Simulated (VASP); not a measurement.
# Pb2O (Pn-3m) in VASP: notebook

Pb2O is run at these levels: PBEsol; tasks: relaxation of cell and atoms.

Program: VASP 6.6.1. These are calculated values, not measurements. Logs are shortened: lines on timing, memory, paths and dates and some standing lists are left out, and cuts for length are marked.

## 1. The cell of the first run

Symmetry: Pn-3m, No. 224, cubic system. The conventional cell has a = 5.380 Å, b = 5.380 Å, c = 5.380 Å, α = 90.00°, β = 90.00°, γ = 90.00°. Within 3.1 Å of Pb (site symmetry -3m) lie 2 O at 2.33 Å. O (site symmetry -43m) has 4 Pb at 2.33 Å within 3.1 Å.

## 2. Relaxation of cell and atoms, PBEsol, target pressure 30 GPa, at which the enthalpy is minimised

File INCAR:

```
  ALGO = Normal
  EDIFF = 1E-6
  EDIFFG = -0.05
  ENCUT = 600
  GGA = PS
  IBRION = 2
  ISIF = 3
  ISMEAR = -1
  LASPH = T
  LCHARG = F
  LREAL = F
  LWAVE = F
  NELM = 60
  NSW = 100
  PREC = Accurate
  PSTRESS = 300.0
  SIGMA = 0.15
```

File KPOINTS:

```
k-points
0
Gamma
  4 4 4
```

File POSCAR:

```
Pb2O
1.0
    5.3800000000      0.0000000000      0.0000000000
    0.0000000000      5.3800000000      0.0000000000
    0.0000000000      0.0000000000      5.3800000000
Pb O
4 2
Direct
    0.2500000000      0.2500000000      0.2500000000
    0.7500000000      0.7500000000      0.2500000000
    0.2500000000      0.7500000000      0.7500000000
    0.7500000000      0.2500000000      0.7500000000
    0.0000000000      0.0000000000      0.0000000000
    0.5000000000      0.5000000000      0.5000000000
```

Potentials or basis: VASP PAW PBE potentials, release 64 (Pb_d, O).

Started as:

```sh
$ cat potpaw_PBE.64/Pb_d/POTCAR potpaw_PBE.64/O/POTCAR > POTCAR
$ mpirun -np 1 vasp_std > vasp.out
```

OUTCAR:

```text
EDIFF = 1E-6
   EDIFFG = -0.05
   ENCUT = 600
   GGA = PS
   IBRION = 2
   ISIF = 3
   ISMEAR = -1
   LASPH = T
   LREAL = F
   NELM = 60
   NSW = 100
   PREC = Accurate
   PSTRESS = 300.0

 ion  position               nearest neighbor table
   1  0.250  0.250  0.250-   5 2.33   6 2.33   4 3.80   2 3.80   3 3.80   3 3.80   4 3.80   2 3.80
                             3 3.80   3 3.80   2 3.80   4 3.80   4 3.80   2 3.80
   2  0.750  0.750  0.250-   5 2.33   6 2.33   4 3.80   1 3.80   3 3.80   3 3.80   4 3.80   1 3.80
                             4 3.80   4 3.80   1 3.80   3 3.80   3 3.80   1 3.80
   3  0.250  0.750  0.750-   5 2.33   6 2.33   4 3.80   1 3.80   2 3.80   1 3.80   2 3.80   1 3.80
                             4 3.80   1 3.80   2 3.80   4 3.80   2 3.80   4 3.80
   4  0.750  0.250  0.750-   5 2.33   6 2.33   3 3.80   1 3.80   2 3.80   1 3.80   2 3.80   2 3.80
                             3 3.80   2 3.80   1 3.80   3 3.80   1 3.80   3 3.80
   5  0.000  0.000  0.000-   1 2.33   2 2.33   3 2.33   4 2.33
   6  0.500  0.500  0.500-   1 2.33   2 2.33   3 2.33   4 2.33

  LATTYP: Found a simple cubic cell.
 ALAT       =     5.3800000000

  Lattice vectors:

 A1 = (   5.3800000000,   0.0000000000,   0.0000000000)
 A2 = (   0.0000000000,   5.3800000000,   0.0000000000)
 A3 = (   0.0000000000,   0.0000000000,   5.3800000000)

Analysis of symmetry for initial positions (statically):
=====================================================================
 Subroutine PRICEL returns:
 Original cell was already a primitive cell.

 Routine SETGRP: Setting up the symmetry group for a
 simple cubic supercell.

 Subroutine GETGRP returns: Found 48 space group operations
 (whereof 24 operations were pure point group operations)
 out of a pool of 48 trial point group operations.

The static configuration has the point symmetry T_d .
 The point group associated with its full space group is O_h .

Analysis of symmetry for dynamics (positions and initial velocities):
=====================================================================
 Subroutine PRICEL returns:
 Original cell was already a primitive cell.

 Routine SETGRP: Setting up the symmetry group for a
 simple cubic supercell.

 Subroutine GETGRP returns: Found 48 space group operations
 (whereof 24 operations were pure point group operations)
 out of a pool of 48 trial point group operations.

The dynamic configuration has the point symmetry T_d .
 The point group associated with its full space group is O_h .

 Subroutine INISYM returns: Found 48 space group operations
 (whereof 24 operations are pure point group operations),
 and found     1 'primitive' translations

----------------------------------------------------------------------------------------

                                     Primitive cell

  volume of cell :     155.7209

  direct lattice vectors                    reciprocal lattice vectors
     5.380000000  0.000000000  0.000000000     0.185873606  0.000000000  0.000000000
     0.000000000  5.380000000  0.000000000     0.000000000  0.185873606  0.000000000
     0.000000000  0.000000000  5.380000000     0.000000000  0.000000000  0.185873606

  length of vectors
     5.380000000  5.380000000  5.380000000     0.185873606  0.185873606  0.185873606

  position of ions in fractional coordinates (direct lattice)
     0.250000000  0.250000000  0.250000000
     0.750000000  0.750000000  0.250000000
     0.250000000  0.750000000  0.750000000
     0.750000000  0.250000000  0.750000000
     0.000000000  0.000000000  0.000000000
     0.500000000  0.500000000  0.500000000

  ion indices of the primitive-cell ions
   primitive index   ion index
                 1           1
                 2           2
                 3           3
                 4           4
                 5           5
                 6           6

----------------------------------------------------------------------------------------

 KPOINTS: k-points

Automatic generation of k-mesh.
 Grid dimensions read from file:
 generate k-points for:    4    4    4

 Generating k-lattice:

  Cartesian coordinates                     Fractional coordinates (reciprocal lattice)
     0.046468401  0.000000000  0.000000000     0.250000000  0.000000000  0.000000000
     0.000000000  0.046468401  0.000000000     0.000000000  0.250000000  0.000000000
     0.000000000  0.000000000  0.046468401     0.000000000  0.000000000  0.250000000

  Length of vectors
     0.046468401  0.046468401  0.046468401

  Shift w.r.t. Gamma in fractional coordinates (k-lattice)
     0.000000000  0.000000000  0.000000000

 Subroutine IBZKPT returns following result:
 ===========================================

 Found     10 irreducible k-points:

 Following reciprocal coordinates:
            Coordinates               Weight
  0.000000  0.000000  0.000000      1.000000
  0.250000  0.000000  0.000000      6.000000
  0.500000  0.000000  0.000000      3.000000
  0.250000  0.250000  0.000000     12.000000
  0.500000  0.250000  0.000000     12.000000
  0.500000  0.500000  0.000000      3.000000
  0.250000  0.250000  0.250000      8.000000
  0.500000  0.250000  0.250000     12.000000
  0.500000  0.500000  0.250000      6.000000
  0.500000  0.500000  0.500000      1.000000
   k-points           NKPTS =     10   k-points in BZ     NKDIM =     10   number of bands    NBANDS=     40
   number of dos      NEDOS =    301   number of ions     NIONS =      6
   total plane-waves  NPLWV = 110592
   dimension x,y,z NGX =    48 NGY =   48 NGZ =   48
   dimension x,y,z NGXF=    96 NGYF=   96 NGZF=   96
   ions per type =               4   2
   NGX,Y,Z   is equivalent  to a cutoff of  14.83, 14.83, 14.83 a.u.
   NGXF,Y,Z  is equivalent  to a cutoff of  29.66, 29.66, 29.66 a.u.
 SYSTEM =  unknown system
   PREC   = accura    normal or accurate (medium, high low for compatibility)
   ISTART =      0    job   : 0-new  1-cont  2-samecut
   ICHARG =      2    charge: 1-file 2-atom 10-const
   ISPIN  =      1    spin polarized calculation?
   LNONCOLLINEAR =      F non collinear calculations
   LSORBIT =      F    spin-orbit coupling
   LASPH  =      T    aspherical Exc in radial PAW
   ENCUT  =  600.0 eV  44.10 Ry    6.64 a.u.  10.75 10.75 10.75*2*pi/ulx,y,z
   NELM   =     60;   NELMIN=  2; NELMDL= -5     # of ELM steps
   EDIFF  = 0.1E-05   stopping-criterion for ELM
   LREAL  =      F    real-space projection
   EDIFFG = -.5E-01   stopping-criterion for IOM
   NSW    =    100    number of steps for IOM
   IBRION =      2    ionic relax: 0-MD 1-quasi-New 2-CG
   NFREE  =      1    steps in history (QN), initial steepest desc. (CG)
   ISIF   =      3    stress and relaxation
   ISYM   =      2    0-nonsym 1-usesym 2-fastsym
   POTIM  = 0.5000    time-step for ionic-motion
   TEBEG  =    0.0;   TEEND  =   0.0 temperature during run
   PSTRESS=  300.0 pullay stress
   NELECT =      68.0000    total number of electrons
   NUPDOWN=      -1.0000    fix difference up-down
   EMIN   =  10.00;   EMAX   =-10.00  energy-range for DOS
   EFERMI =   0.00;   METHOD = LEGACY
   ISMEAR =    -1;   SIGMA  =   0.15  broadening in eV -4-tet -1-fermi 0-gaus
   EFERMI_NEDOS =   21; number of points for ismear=-14 and -15
   IALGO  =     38    algorithm
   IMIX   =      4    mixing-type and parameters
     AMIX     =   0.40;   BMIX     =  1.00
     AMIX_MAG =   1.60;   BMIX_MAG =  1.00
  volume/ion in A,a.u.               =      25.95       175.14
  Fermi-wavevector in a.u.,A,eV,Ry     =   1.242021  2.347079 20.988559  1.542616
  Thomas-Fermi vector in A             =   2.376393
   LORBIT       =      0    0 simple, 1 ext, 2 COOP (PROOUT), +10 PAW based schemes
   GGA     = PS    functional components
   LHFCALC =     F    Hartree Fock is set to
   AEXX    =    0.0000 exact exchange contribution
   IVDW    =     0    specifies the selected vdW correction
   LEPSILON=     F    determine dielectric tensor
   LRPA    =     F    only Hartree local field effects (RPA)
 conjugate gradient relaxation of ions
 non-spin polarized calculation
  energy-cutoff  :      600.00
  volume of cell :      155.72
 maximum number of plane-waves:      5232
 NGX is ok and might be reduce to    48
   NGX = 21   NGY = 21   NGZ = 21

--------------------------------------- Ionic step        1  -------------------------------------------

 number of electron      67.9999994 magnetization

 Free energy of the ion-electron system (eV)
  ---------------------------------------------------
  ext. energy  EPLUGINS =         0.00000000
  ---------------------------------------------------
  free energy    TOTEN  =       -28.76013034 eV

  energy without entropy =      -28.63153800  energy(sigma->0) =      -28.69583417

 E-fermi :   4.8635     XC(G=0):  -9.7235

 val. band max:        4.7066364301   @ k =   0.5000   0.5000   0.2500
 cond. band min:       5.4380882319   @ k =   0.5000   0.2500   0.2500
 fundamental gap:      0.7314518018
 Fermi energy:         4.8634701070

 k-point     1 :       0.0000    0.0000    0.0000
  band No.  band energies     occupation
      1     -13.6821      2.00000
      2     -12.5093      2.00000
      3     -11.5804      2.00000
      4     -11.5804      2.00000
      5     -11.5260      2.00000
      6     -11.5260      2.00000
[... 1015 lines left out ...]
  FREE ENERGIE OF THE ION-ELECTRON SYSTEM (eV)
  ---------------------------------------------------
  free  energy   TOTEN  =       -26.3251948099 eV

  energy  without entropy=      -26.2285515166  energy(sigma->0) =      -26.27687316

  enthalpy is  TOTEN    =        -4.1065406578 eV   P V=       22.2186541521

--------------------------------------- Ionic step        5  -------------------------------------------

 number of electron      68.0000000 magnetization

 Free energy of the ion-electron system (eV)
  ---------------------------------------------------
  ext. energy  EPLUGINS =         0.00000000
  ---------------------------------------------------
  free energy    TOTEN  =       -25.92628423 eV

  energy without entropy =      -25.83235796  energy(sigma->0) =      -25.87932110

 E-fermi :   8.0630     XC(G=0): -11.1801

 val. band max:        8.0267020654   @ k =   0.5000   0.5000   0.2500
 cond. band min:       8.1281089156   @ k =   0.0000   0.0000   0.0000
 fundamental gap:      0.1014068502
 Fermi energy:         8.0630407195

 k-point     1 :       0.0000    0.0000    0.0000
  band No.  band energies     occupation
      1     -12.8892      2.00000
      2     -11.2144      2.00000
      3      -8.6325      2.00000
      4      -8.6325      2.00000
      5      -8.6325      2.00000
      6      -8.5559      2.00000
[... 441 lines left out ...]
 POSITION                                       TOTAL-FORCE (eV/Angst)
 -----------------------------------------------------------------------------------
      1.22070      1.22070      1.22070         0.000000     -0.000000     -0.000000
      3.66210      3.66210      1.22070        -0.000000      0.000000      0.000000
      1.22070      3.66210      3.66210        -0.000000     -0.000000     -0.000000
      3.66210      1.22070      3.66210         0.000000      0.000000      0.000000
      0.00000      0.00000      0.00000         0.000000     -0.000000      0.000000
      2.44140      2.44140      2.44140         0.000000      0.000000      0.000000
 -----------------------------------------------------------------------------------
    total drift:                               -0.000000     -0.000000      0.000000

  FREE ENERGIE OF THE ION-ELECTRON SYSTEM (eV)
  ---------------------------------------------------
  free  energy   TOTEN  =       -25.9262842350 eV

  energy  without entropy=      -25.8323579638  energy(sigma->0) =      -25.87932110

  enthalpy is  TOTEN    =        -4.1281774601 eV   P V=       21.7981067748

 reached required accuracy - stopping structural energy minimisation
```

Wall time 3 min (1 thread of Intel Xeon 6975P-C (Granite Rapids), shared host); peak memory 0.36 GiB.

What came out:

```
Free energy                                                : -25.9263 eV
Relaxed volume                                             : 19.40 Å³/atom
Relaxed cell                                               : a = 4.883 Å, b = 4.883 Å, c = 4.883 Å, α = 90.00°, β = 90.00°, γ = 90.00°
Space group after relaxing (to 0.1 Å)                      : Pn-3m (No. 224)
Energy change on relaxing (the run minimises the enthalpy) : +472.3 meV/atom
Ionic steps                                                : 5
Pressure after relaxing                                    : 30.1 GPa
Band gap on the k mesh                                     : zero (bands 34 and 35 overlap by 0.86 eV)
```

The path:
| step | energy change (eV) | largest force (eV/Å) | pressure (GPa) | volume (Å³) |
| --- | --- | --- | --- | --- |
| 1 | 0.0000 | 0.0000 | -0.04 | 155.72 |
| 2 | 33.7732 | 0.0000 | 262.99 | 69.79 |
| 3 | 1.9682 | 0.0000 | 23.13 | 121.65 |
| 4 | 2.4349 | 0.0000 | 26.92 | 118.66 |
| 5 | 2.8338 | 0.0000 | 30.06 | 116.41 |

Final structure:
```
CELL_PARAMETERS angstrom
4.88280 0.00000 0.00000
0.00000 4.88280 0.00000
0.00000 0.00000 4.88280
ATOMIC_POSITIONS crystal
Pb 0.25000 0.25000 0.25000
Pb 0.75000 0.75000 0.25000
Pb 0.25000 0.75000 0.75000
Pb 0.75000 0.25000 0.75000
O 0.00000 0.00000 0.00000
O 0.50000 0.50000 0.50000
```

Caveat: the cell is relaxed towards a set pressure, so the run minimises the enthalpy, not the energy; the volume moved by over 15 % at a fixed basis, so the end points are rough; the PAW data sets were made with another functional, which shifts forces and pressure a little; spin-orbit coupling is left out, which moves the levels of the heavy elements.

## 3. Relaxation of cell and atoms, PBEsol, target pressure 40 GPa, at which the enthalpy is minimised

File INCAR:

```
SYSTEM = Pb2O
ALGO = Normal ; EDIFF = 1E-7
EDIFFG = -0.05 ; ENCUT = 600
GGA = PS ; IBRION = 2
ISIF = 3 ; ISMEAR = -1
LASPH = .True. ; LCHARG = .False.
LREAL = .False. ; LWAVE = .False.
NELM = 80 ; NSW = 100
PREC = Accurate ; PSTRESS = 400.0
SIGMA = 0.15
```

File KPOINTS:

```
k-points
0
Gamma
  4 4 4
  0 0 0
```

POSCAR is that of step 2.

Potentials or basis: VASP PAW PBE potentials, release 64 (Pb_d, O).

Started as:

```sh
$ cat potpaw_PBE.64/Pb_d/POTCAR potpaw_PBE.64/O/POTCAR > POTCAR
$ mpirun -np 1 vasp_std > vasp.out
```

It took 6.9 min on 1 thread of Intel Xeon 6975P-C (Granite Rapids), shared host; peak memory 0.39 GiB.

The run converged. Its results:

```
Free energy                                                : -24.6411 eV
Relaxed volume                                             : 18.42 Å³/atom
Relaxed cell                                               : a = 4.799 Å, b = 4.799 Å, c = 4.799 Å, α = 90.00°, β = 90.00°, γ = 90.00°
Space group after relaxing (to 0.1 Å)                      : Pn-3m (No. 224)
Energy change on relaxing (the run minimises the enthalpy) : +686.5 meV/atom
Ionic steps                                                : 16
Pressure after relaxing                                    : 39.9 GPa
Band gap on the k mesh                                     : zero (bands 34 and 35 overlap by 0.99 eV)
```

Step by step:
```tsv
step	energy change (eV)	largest force (eV/Å)	pressure (GPa)	volume (Å³)
1	0.0000	0.0000	-0.04	155.72
2	88.9469	0.0000	751.13	50.52
3	2.1423	0.0000	24.55	120.48
4	2.9008	0.0000	30.58	116.06
5	4.2092	0.0000	40.56	110.13
6	4.0078	0.0000	39.04	110.94
7	4.0142	0.0000	39.09	110.92
8	4.0336	0.0000	39.23	110.84
9	4.0338	0.0000	39.23	110.84
10	4.0345	0.0000	39.23	110.83
11	4.0358	0.0000	39.25	110.83
12	4.0385	0.0000	39.27	110.82
13	4.0438	0.0000	39.31	110.80
14	4.0545	0.0000	39.39	110.75
15	4.0759	0.0000	39.55	110.67
16	4.1190	0.0000	39.88	110.49
```

Final structure:
```
Pb O
1.0
     4.79855    0.00000    0.00000
     0.00000    4.79855    0.00000
     0.00000    0.00000    4.79855
Pb O
4 2
Direct
  0.25000 0.25000 0.25000
  0.75000 0.75000 0.25000
  0.25000 0.75000 0.75000
  0.75000 0.25000 0.75000
  0.00000 0.00000 0.00000
  0.50000 0.50000 0.50000
```

Levels at points of the mesh, in eV from the Fermi level:
```tsv
k point	band 31	band 32	band 33	band 34	band 35	band 36	band 37	band 38
(0.00, 0.00, 0.00)	-3.46	0.16	0.16	0.16	2.41	2.41	2.41	3.39
(0.50, 0.00, 0.00)	-1.34	-1.34	-0.71	-0.71	1.72	1.72	2.00	2.00
(0.50, 0.50, 0.00)	-1.08	-1.08	-0.60	-0.60	2.16	2.16	2.43	2.43
(0.50, 0.50, 0.50)	-1.87	-1.87	-0.83	-0.83	-0.83	1.24	6.00	6.00
```

Caveat: the cell is relaxed towards a set pressure, so the run minimises the enthalpy, not the energy; the volume moved by over 15 % at a fixed basis, so the end points are rough; the PAW data sets were made with another functional, which shifts forces and pressure a little; spin-orbit coupling is left out, which moves the levels of the heavy elements.

The gap in the log of VASP goes by the Fermi energy; the results here count the filled bands.